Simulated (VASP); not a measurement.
Wanted: the native input for a VASP 6.6.1 run.

```
Task                   : single point
Functional             : LDA
Potentials or basis    : VASP PAW LDA potentials, release 64 (Ir_sv_GW)
Cutoff                 : 500 eV
k mesh                 : 22 × 22 × 22
Occupations            : gaussian, width 0.15 eV
Spin                   : no spin polarisation
Dipole correction      : no
Second run             : valence_matched
Further INCAR settings : ALGO = Normal; EDIFF = 1e-06; NBANDS = 14
```

The structure of Ir lies in POSCAR:

```
Ir
1.0
    0.0000000000      2.0541410149      1.5083557472
    2.0541410149      0.0000000000      1.5083557472
    2.0541410149      2.0541410149      0.0000000000
Ir
1
Direct
    0.0000000000      0.0000000000      0.0000000000
```

This cell differs from its parent crystal: volume 12.729 Å^3 an atom, c/a of the conventional cell 0.7343.

These files were run (other wordings do the same):

INCAR

```
SYSTEM = Ir
PREC = Accurate ; ENCUT = 500
EDIFF = 1E-6 ; ISMEAR = 0
SIGMA = 0.15 ; LREAL = .FALSE.
LASPH = .TRUE. ; NELM = 120
ALGO = Normal ; ISIF = 2
LWAVE = .FALSE. ; LCHARG = .TRUE.
LELF = .TRUE. ; LVHAR = .TRUE.
NBANDS = 14 ; GGA_COMPAT = .FALSE.
```

KPOINTS

```
Automatic mesh
0
G
  22 22 22
  0 0 0
```

Potentials or basis: VASP PAW LDA potentials, release 64 (Ir_sv_GW).

The run is started by

```sh
$ cat potpaw_LDA.64/Ir_sv_GW/POTCAR > POTCAR
$ mpirun -np 1 vasp_std > vasp.out
```

It gave:

| Quantity | Value |
| --- | --- |
| Pressure | 54.4 GPa |

Wall time 51 s on 1 thread of Intel(R) Xeon(R) 6975P-C (Granite Rapids) (shared host), peak memory 0.25 GiB.
